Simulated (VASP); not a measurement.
The system is Bi.

```xyz
2
Lattice="2.3264 1.3432 4.0403 -2.3264 1.3432 4.0403 0.0000 -2.6863 4.0403" Properties=species:S:1:pos:R:3 pbc="T T T"
Bi    0.0000    0.0000    2.8363
Bi    0.0000    0.0000    9.2847
```

* Program: VASP 6.6.1
* Task: relaxation of cell and atoms
* Functional: RPBE
* Potentials or basis: VASP PAW PBE potentials, release 64 (Bi_d)
* Cutoff: 600 eV
* k mesh: 9 × 9 × 9, shifted
* Occupations: fermi-dirac, width 0.05 eV
* Spin: no spin polarisation

At the start: pressure -0.1 GPa; volume 37.88 Å³/atom.

Task: How do energy, volume and symmetry change on relaxing?

Result: Over 13 steps the energy falls by 3.9 meV/atom and the volume is 38.77 Å³/atom (+2.4 %); space group R-3m (No. 166, to 0.1 Å) before and after.

The path:
| step | energy change (eV) | largest force (eV/Å) | pressure (GPa) | volume (Å³) |
| --- | --- | --- | --- | --- |
| 1 | 0.0000 | 0.0993 | -0.05 | 75.75 |
| 2 | -0.0019 | 0.0677 | 0.13 | 75.62 |
| 3 | -0.0034 | 0.0063 | 0.48 | 75.37 |
| 4 | -0.0045 | 0.0110 | 0.39 | 75.66 |
| 5 | -0.0067 | 0.0256 | 0.14 | 76.53 |
| 6 | -0.0071 | 0.0550 | -0.29 | 78.26 |
| 7 | -0.0075 | 0.0420 | -0.12 | 77.54 |
| 8 | -0.0075 | 0.0415 | -0.10 | 77.48 |
| 9 | -0.0077 | 0.0222 | -0.04 | 77.49 |
| 10 | -0.0078 | 0.0067 | 0.02 | 77.51 |
| 11 | -0.0078 | 0.0051 | 0.02 | 77.51 |
| 12 | -0.0078 | 0.0062 | 0.02 | 77.51 |
| 13 | -0.0078 | 0.0041 | 0.00 | 77.54 |

Final structure:
```xyz
2
Lattice="2.3045 1.3305 4.2150 -2.3045 1.3305 4.2150 0.0000 -2.6610 4.2150" Properties=species:S:1:pos:R:3 pbc="T T T"
Bi    0.0000    0.0000    2.9216
Bi    0.0000    0.0000    9.7234
```

Caveat: the PAW data sets were made with another functional, which shifts forces and pressure a little.
